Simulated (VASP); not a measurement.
# CuO (P-6m2) in VASP: notebook

CuO is run at these levels: r2SCAN; tasks: single point, relaxation of cell and atoms.

All numbers are computed with VASP 6.6.1; they aren't measurements. Logs are shortened: lines on timing, memory, paths and dates and some standing lists are left out, and cuts for length are marked.

## 1. The cell of the first run

Symmetry: P-6m2, No. 187, hexagonal system. Conventional cell: a = 2.850 Å, b = 2.850 Å, c = 2.672 Å, α = 90.00°, β = 90.00°, γ = 120.00°. Cu (site symmetry -6m2) has 6 O at 2.12 Å and 8 Cu at 2.67 to 2.85 Å within 2.9 Å. O (site symmetry -6m2) has 6 Cu at 2.12 Å and 8 O at 2.67 to 2.85 Å within 2.9 Å.

## 2. Single point, r2SCAN, collinear spin, ferromagnetic start

Input file POSCAR:

```
CuO
1.0
    2.8495428519      0.0000000000      0.0000000000
   -1.4247714260      2.4677764989      0.0000000000
    0.0000000000      0.0000000000      2.6721354808
Cu O
1 1
Direct
    0.0000000000      0.0000000000      0.0000000000
    0.6666666667      0.3333333333      0.5000000000
```

Input file INCAR.step1:

```
PREC = Accurate
ENCUT = 520
ISMEAR = 0
SIGMA = 0.1
LREAL = False
LASPH = True
NELM = 150
ISPIN = 2
MAGMOM = 0.62 0.53
LMAXMIX = 4
NBANDS = 20
GGA = PE
ALGO = Normal
EDIFF = 1E-4
LWAVE = True
LCHARG = False
```

Input file INCAR.step2:

```
PREC = Accurate
ENCUT = 520
EDIFF = 1E-6
ISMEAR = 0
SIGMA = 0.1
LREAL = False
LASPH = True
NELM = 150
ALGO = Normal
ISIF = 2
LWAVE = False
LCHARG = True
ISPIN = 2
MAGMOM = 0.62 0.53
LORBIT = 11
LMAXMIX = 4
METAGGA = R2SCAN
LMIXTAU = True
LELF = True
LVHAR = True
NBANDS = 20
ISTART = 1
```

Input file KPOINTS:

```
regular mesh
0
Gamma
  6 6 6
```

Potentials or basis: VASP PAW PBE potentials, release 64 (Cu, O).

Run with:

```console
> cat potpaw_PBE.64/Cu/POTCAR potpaw_PBE.64/O/POTCAR > POTCAR
> cp INCAR.step1 INCAR
> mpirun -np 1 vasp_std > vasp.out
> cp INCAR.step2 INCAR
> mpirun -np 1 vasp_std > vasp.out
```

OUTCAR:

```text
PREC = Accurate
   ENCUT = 520
   EDIFF = 1E-6
   ISMEAR = 0
   LREAL = False
   LASPH = True
   NELM = 150
   ISIF = 2
   ISPIN = 2
   LORBIT = 11
   METAGGA = R2SCAN
   ISTART = 1

 ion  position               nearest neighbor table
   1  0.000  0.000  0.000-   2 2.12   2 2.12   2 2.12   2 2.12   2 2.12   2 2.12
   2  0.667  0.333  0.500-   1 2.12   1 2.12   1 2.12   1 2.12   1 2.12   1 2.12

  LATTYP: Found a hexagonal cell.
 ALAT       =     2.8495428519
 C/A-ratio  =     0.9377418132

  Lattice vectors:

 A1 = (   2.8495428519,   0.0000000000,   0.0000000000)
 A2 = (  -1.4247714260,   2.4677764989,   0.0000000000)
 A3 = (   0.0000000000,   0.0000000000,   2.6721354808)

Analysis of symmetry for initial positions (statically):
=====================================================================
 Subroutine PRICEL returns:
 Original cell was already a primitive cell.

 Routine SETGRP: Setting up the symmetry group for a
 hexagonal supercell.

 Subroutine GETGRP returns: Found 12 space group operations
 (whereof 12 operations were pure point group operations)
 out of a pool of 24 trial point group operations.

The static configuration has the point symmetry D_3h.

Analysis of symmetry for dynamics (positions and initial velocities):
=====================================================================
 Subroutine PRICEL returns:
 Original cell was already a primitive cell.

 Routine SETGRP: Setting up the symmetry group for a
 hexagonal supercell.

 Subroutine GETGRP returns: Found 12 space group operations
 (whereof 12 operations were pure point group operations)
 out of a pool of 24 trial point group operations.

The dynamic configuration has the point symmetry D_3h.

Analysis of structural, dynamic, and magnetic symmetry:
=====================================================================
 Subroutine PRICEL returns:
 Original cell was already a primitive cell.

 Routine SETGRP: Setting up the symmetry group for a
 hexagonal supercell.

 Subroutine GETGRP returns: Found 12 space group operations
 (whereof 12 operations were pure point group operations)
 out of a pool of 24 trial point group operations.

The overall configuration has the point symmetry D_3h.

 Subroutine INISYM returns: Found 12 space group operations
 (whereof 12 operations are pure point group operations),
 and found     1 'primitive' translations

----------------------------------------------------------------------------------------

                                     Primitive cell

  volume of cell :      18.7905

  direct lattice vectors                    reciprocal lattice vectors
     2.849542852  0.000000000  0.000000000     0.350933484  0.202611541  0.000000000
    -1.424771426  2.467776499  0.000000000     0.000000000  0.405223083  0.000000000
     0.000000000  0.000000000  2.672135481     0.000000000  0.000000000  0.374232522

  length of vectors
     2.849542852  2.849542852  2.672135481     0.405223083  0.405223083  0.374232522

  position of ions in fractional coordinates (direct lattice)
     0.000000000  0.000000000  0.000000000
     0.666666667  0.333333333  0.500000000

  ion indices of the primitive-cell ions
   primitive index   ion index
                 1           1
                 2           2

----------------------------------------------------------------------------------------

 KPOINTS: regular mesh

Automatic generation of k-mesh.
 Grid dimensions read from file:
 generate k-points for:    6    6    6

 Generating k-lattice:

  Cartesian coordinates                     Fractional coordinates (reciprocal lattice)
     0.058488914  0.033768590  0.000000000     0.166666667  0.000000000  0.000000000
     0.000000000  0.067537180  0.000000000     0.000000000  0.166666667  0.000000000
     0.000000000  0.000000000  0.062372087     0.000000000  0.000000000  0.166666667

  Length of vectors
     0.067537180  0.067537180  0.062372087

  Shift w.r.t. Gamma in fractional coordinates (k-lattice)
     0.000000000  0.000000000  0.000000000

 Subroutine IBZKPT returns following result:
 ===========================================

 Found     28 irreducible k-points:

 Following reciprocal coordinates:
            Coordinates               Weight
  0.000000  0.000000  0.000000      1.000000
  0.166667  0.000000  0.000000      6.000000
  0.333333  0.000000  0.000000      6.000000
  0.500000  0.000000  0.000000      3.000000
  0.166667  0.166667  0.000000      6.000000
  0.333333  0.166667  0.000000     12.000000
[... 16 lines left out ...]
  0.166667  0.000000  0.500000      6.000000
  0.333333  0.000000  0.500000      6.000000
 [... further k-points ...]
   k-points           NKPTS =     28   k-points in BZ     NKDIM =     28   number of bands    NBANDS=     20
   number of dos      NEDOS =    301   number of ions     NIONS =      2
   total plane-waves  NPLWV =  11520
   dimension x,y,z NGX =    24 NGY =   24 NGZ =   20
   dimension x,y,z NGXF=    48 NGYF=   48 NGZF=   40
   ions per type =               1   1
   NGX,Y,Z   is equivalent  to a cutoff of  14.00, 14.00, 12.44 a.u.
   NGXF,Y,Z  is equivalent  to a cutoff of  28.00, 28.00, 24.89 a.u.
 SYSTEM =  unknown system
   PREC   = accura    normal or accurate (medium, high low for compatibility)
   ISTART =      1    job   : 0-new  1-cont  2-samecut
   ICHARG =      0    charge: 1-file 2-atom 10-const
   ISPIN  =      2    spin polarized calculation?
   LNONCOLLINEAR =      F non collinear calculations
   LSORBIT =      F    spin-orbit coupling
   LASPH  =      T    aspherical Exc in radial PAW
   ENCUT  =  520.0 eV  38.22 Ry    6.18 a.u.   5.30  5.30  4.97*2*pi/ulx,y,z
   NELM   =    150;   NELMIN=  2; NELMDL=  0     # of ELM steps
   EDIFF  = 0.1E-05   stopping-criterion for ELM
   LREAL  =      F    real-space projection
   EDIFFG = 0.1E-04   stopping-criterion for IOM
   NSW    =      0    number of steps for IOM
   IBRION =     -1    ionic relax: 0-MD 1-quasi-New 2-CG
   NFREE  =      0    steps in history (QN), initial steepest desc. (CG)
   ISIF   =      2    stress and relaxation
   ISYM   =      2    0-nonsym 1-usesym 2-fastsym
   POTIM  = 0.5000    time-step for ionic-motion
   TEBEG  =    0.0;   TEEND  =   0.0 temperature during run
   PSTRESS=    0.0 pullay stress
   NELECT =      17.0000    total number of electrons
   NUPDOWN=      -1.0000    fix difference up-down
   EMIN   =  10.00;   EMAX   =-10.00  energy-range for DOS
   EFERMI =   0.00;   METHOD = LEGACY
   ISMEAR =     0;   SIGMA  =   0.10  broadening in eV -4-tet -1-fermi 0-gaus
   EFERMI_NEDOS =   21; number of points for ismear=-14 and -15
   IALGO  =     38    algorithm
   IMIX   =      4    mixing-type and parameters
     AMIX     =   0.40;   BMIX     =  1.00
     AMIX_MAG =   1.60;   BMIX_MAG =  1.00
  volume/ion in A,a.u.               =       9.40        63.40
  Fermi-wavevector in a.u.,A,eV,Ry     =   1.583354  2.992105 34.109933  2.507009
  Thomas-Fermi vector in A             =   2.683137
   LORBIT       =     11    0 simple, 1 ext, 2 COOP (PROOUT), +10 PAW based schemes
   METAGGA = R2SCAN    functional components
   LHFCALC =     F    Hartree Fock is set to
   AEXX    =    0.0000 exact exchange contribution
   IVDW    =     0    specifies the selected vdW correction
   LEPSILON=     F    determine dielectric tensor
   LRPA    =     F    only Hartree local field effects (RPA)
 spin polarized calculation
 Gauss-broadening in eV      SIGMA  =   0.10
  energy-cutoff  :      520.00
  volume of cell :       18.79
 maximum number of plane-waves:       525
 NGX is ok and might be reduce to    24
   NGX = 11   NGY = 11   NGZ =  9

 number of electron      17.0000014 magnetization       0.9935964

 Free energy of the ion-electron system (eV)
  ---------------------------------------------------
  ext. energy  EPLUGINS =         0.00000000
  ---------------------------------------------------
  free energy    TOTEN  =       -17.61286690 eV

  energy without entropy =      -17.60879097  energy(sigma->0) =      -17.61082894

 E-fermi :   5.9156     XC(G=0): -13.2022

 val. band max:        5.8528000463   @ k =   0.1667   0.0000   0.0000
 cond. band min:       5.9360237140   @ k =   0.3333   0.0000   0.1667
 fundamental gap:      0.0832236677
 Fermi energy:         5.9156328263

 spin component 1

 k-point     1 :       0.0000    0.0000    0.0000
  band No.  band energies     occupation
      1     -15.0253      1.00000
      2       1.4844      1.00000
      3       1.4845      1.00000
      4       2.3490      1.00000
      5       2.9194      1.00000
      6       3.4172      1.00000
[... 12 lines left out ...]
     19      39.1101      0.00000
     20      39.5381      0.00000

 k-point     2 :       0.1667    0.0000    0.0000
  band No.  band energies     occupation
      1     -14.7758      1.00000
      2       0.6098      1.00000
      3       1.6259      1.00000
      4       2.1758      1.00000
      5       2.4899      1.00000
      6       3.3927      1.00000
[... 12 lines left out ...]
     19      38.4629      0.00000
     20      40.2292      0.00000
[... 465 lines left out ...]
      3       1.3913      1.00000
      4       1.4682      1.00000
      5       3.0695      1.00000
      6       3.3515      1.00000
[... 12 lines left out ...]
     19      36.9005      0.00000
     20      42.0751      0.00000

 k-point    24 :       0.3333    0.0000    0.5000
  band No.  band energies     occupation
      1     -13.4780      1.00000
      2      -1.1010      1.00000
      3       0.3275      1.00000
      4       0.9492      1.00000
      5       3.2038      1.00000
      6       3.7179      1.00000
[... 12 lines left out ...]
     19      41.9512      0.00000
     20      43.5670      0.00000

 [... further k-points ...]

 spin component 2

 k-point     1 :       0.0000    0.0000    0.0000
  band No.  band energies     occupation
      1     -14.2280      1.00000
      2       2.1907      1.00000
      3       2.1908      1.00000
      4       2.5813      1.00000
      5       3.8929      1.00000
      6       4.7464      1.00000
[... 12 lines left out ...]
     19      39.3685      0.00000
     20      39.8006      0.00000

 k-point     2 :       0.1667    0.0000    0.0000
  band No.  band energies     occupation
      1     -13.9526      1.00000
      2       1.2407      1.00000
      3       2.3561      1.00000
      4       2.7476      1.00000
      5       3.2336      1.00000
      6       4.7182      1.00000
[... 12 lines left out ...]
     19      38.7281      0.00000
     20      40.4704      0.00000
[... 465 lines left out ...]
      3       2.3832      1.00000
      4       2.5312      1.00000
      5       3.5999      1.00000
      6       3.9402      1.00000
[... 12 lines left out ...]
     19      37.0791      0.00000
     20      42.2896      0.00000

 k-point    24 :       0.3333    0.0000    0.5000
  band No.  band energies     occupation
      1     -12.5036      1.00000
      2      -0.5556      1.00000
      3       1.1248      1.00000
      4       1.9636      1.00000
      5       3.6723      1.00000
      6       4.3342      1.00000
[... 12 lines left out ...]
     19      42.1411      0.00000
     20      43.8805      0.00000

 [... further k-points ...]

------------------------ aborting loop because EDIFF is reached ----------------------------------------

  FORCE on cell =-STRESS in cart. coord.  units (eV):
  Direction    XX          YY          ZZ          XY          YZ          ZX
  --------------------------------------------------------------------------------------
  -------------------------------------------------------------------------------------
  Total        0.0739728      0.0739728      0.1020455     -0.0000000      0.0000000     -0.0000000
  in kB        6.3072914      6.3072914      8.7009149     -0.0000000      0.0000000     -0.0000000
  external PRESSURE =       7.1051659 kB  Pullay stress =       0.0000000 kB

 VOLUME and BASIS-vectors are now :
 -----------------------------------------------------------------------------
  energy-cutoff  :      520.00
  volume of cell :       18.79
      direct lattice vectors                 reciprocal lattice vectors
     2.849542852  0.000000000  0.000000000     0.350933484  0.202611541  0.000000000
    -1.424771426  2.467776499  0.000000000     0.000000000  0.405223083  0.000000000
     0.000000000  0.000000000  2.672135481     0.000000000  0.000000000  0.374232522

 POSITION                                       TOTAL-FORCE (eV/Angst)
 -----------------------------------------------------------------------------------
      0.00000      0.00000      0.00000        -0.000000     -0.000000      0.000000
      1.42477      0.82259      1.33607         0.000000      0.000000      0.000000
 -----------------------------------------------------------------------------------
    total drift:                               -0.000003      0.000002      0.000000

  FREE ENERGIE OF THE ION-ELECTRON SYSTEM (eV)
  ---------------------------------------------------
  free  energy   TOTEN  =       -17.6128669043 eV

  energy  without entropy=      -17.6087909741  energy(sigma->0) =      -17.61082894

 total charge

# of ion       s       p       d       tot
------------------------------------------
    1        0.307   0.350   9.160   9.818
    2        1.585   3.374   0.000   4.958
--------------------------------------------------
tot          1.892   3.724   9.160  14.776

 magnetization (x)

# of ion       s       p       d       tot
------------------------------------------
    1       -0.017  -0.011   0.568   0.540
    2        0.008   0.425   0.000   0.433
--------------------------------------------------
tot         -0.009   0.414   0.568   0.973
```

It took 86 s on 1 thread of Intel Xeon Platinum 8259CL at 2.50GHz (Skylake/Cascade Lake), shared host; peak memory 0.16 GiB.

What came out:

```yaml
Free_energy: -17.6129 eV
Pressure: 0.7 GPa
Band_gap_on_the_k_mesh: zero (filled and empty bands overlap)
Net_moment: 0.99 μB per cell
Site_moments: Cu +0.54; O +0.43 μB
Valence_electrons_inside_the_program's_atomic_spheres: Cu 9.82; O 4.96
```

Stress tensor (GPa, compression positive):
```
0.63 0.00 0.00
0.00 0.63 0.00
0.00 0.00 0.87
```

Levels at points of the mesh, in eV from the Fermi level:
Spin up:
| k point | band 5 | band 6 | band 7 | band 8 | band 9 | band 10 | band 11 | band 12 | band 13 | band 14 |
| --- | --- | --- | --- | --- | --- | --- | --- | --- | --- | --- |
| (0.00, 0.00, 0.00) | -3.00 | -2.50 | -2.50 | -0.69 | -0.69 | 1.54 | 16.33 | 16.94 | 16.94 | 20.69 |
| (0.50, 0.00, 0.00) | -3.38 | -2.60 | -1.85 | -1.80 | -0.34 | 6.68 | 9.37 | 16.35 | 18.14 | 19.40 |
| (0.00, 0.00, 0.50) | -2.74 | -2.74 | -1.76 | -0.90 | -0.90 | 7.85 | 8.12 | 21.89 | 21.89 | 23.05 |
| (0.50, 0.00, 0.50) | -2.24 | -2.00 | -1.87 | -1.77 | -0.11 | 5.79 | 11.98 | 12.62 | 15.16 | 15.94 |
Spin down:
| k point | band 6 | band 7 | band 8 | band 9 | band 10 | band 11 |
| --- | --- | --- | --- | --- | --- | --- |
| (0.00, 0.00, 0.00) | -1.17 | -1.17 | 0.26 | 0.26 | 1.83 | 16.45 |
| (0.50, 0.00, 0.00) | -1.29 | -1.28 | -1.11 | 1.00 | 6.83 | 10.04 |
| (0.00, 0.00, 0.50) | -2.16 | -1.38 | 0.39 | 0.39 | 8.35 | 8.47 |
| (0.50, 0.00, 0.50) | -1.37 | -1.34 | -0.57 | 1.28 | 5.85 | 12.20 |

Caveat: the k points lie up to 0.42 Å⁻¹ apart, too coarse for converged energies and pressures of a metal; the PAW data sets were made with another functional, which shifts forces and pressure a little; a cell with one magnetic atom can't hold antiferromagnetic order, which such compounds often take; semilocal functionals often make such compounds metallic where correlation or magnetic order opens a gap, which also shifts bond lengths.

[end of part 1 of 2]

The gap in the log of VASP goes by the Fermi energy; the results here count the filled bands.